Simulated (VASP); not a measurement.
TaN:

```xyz
2
Lattice="2.9380 0.0000 0.0000 -1.4690 2.5444 0.0000 0.0000 0.0000 2.8830" Properties=species:S:1:pos:R:3 pbc="T T T"
Ta    0.0000    1.6963    1.4415
N     0.0000    0.0000    0.0000
```

```yaml
Program: VASP 6.6.1
Task: relaxation of cell and atoms
Functional: PBE
Potentials_or_basis: VASP PAW PBE potentials, release 64 (Ta_sv_GW, N)
Cutoff: 600 eV
k_mesh: 10 × 10 × 9
Occupations: fermi-dirac, width 0.05 eV
Spin: no spin polarisation
Hubbard_terms: Ta d U = 4.0 eV
```

At the start: pressure 18.0 GPa; volume 10.78 Å³/atom.

**Question.** How do energy, volume and symmetry change on relaxing?

**Answer.** Over 10 steps the energy falls by 30.2 meV/atom and the volume is 11.34 Å³/atom (+5.2 %); space group P-6m2 (No. 187, to 0.05 Å).

Step by step:
```
step  energy change (eV)  largest force (eV/Å)  pressure (GPa)  volume (Å³)
   1              0.0000                0.0000           18.02        21.55
   2              0.2394                0.0000          -29.70        25.56
   3             -0.0602                0.0000           -0.69        22.72
   4             -0.0603                0.0000           -0.01        22.67
   5             -0.0603                0.0000            0.31        22.65
   6             -0.0603                0.0000            0.24        22.65
   7             -0.0603                0.0000            0.26        22.65
   8             -0.0603                0.0000            0.27        22.65
   9             -0.0603                0.0000           -0.42        22.70
  10             -0.0604                0.0000            0.00        22.67
```

Final structure:
```
Ta N
1.0
     2.98664    0.00000    0.00000
    -1.49332    2.58651    0.00000
     0.00000    0.00000    2.93474
Ta N
1 1
Direct
  0.33333 0.66667 0.50000
  0.00000 0.00000 0.00000
```

Caveat: U without spin polarisation on a metal has little footing.
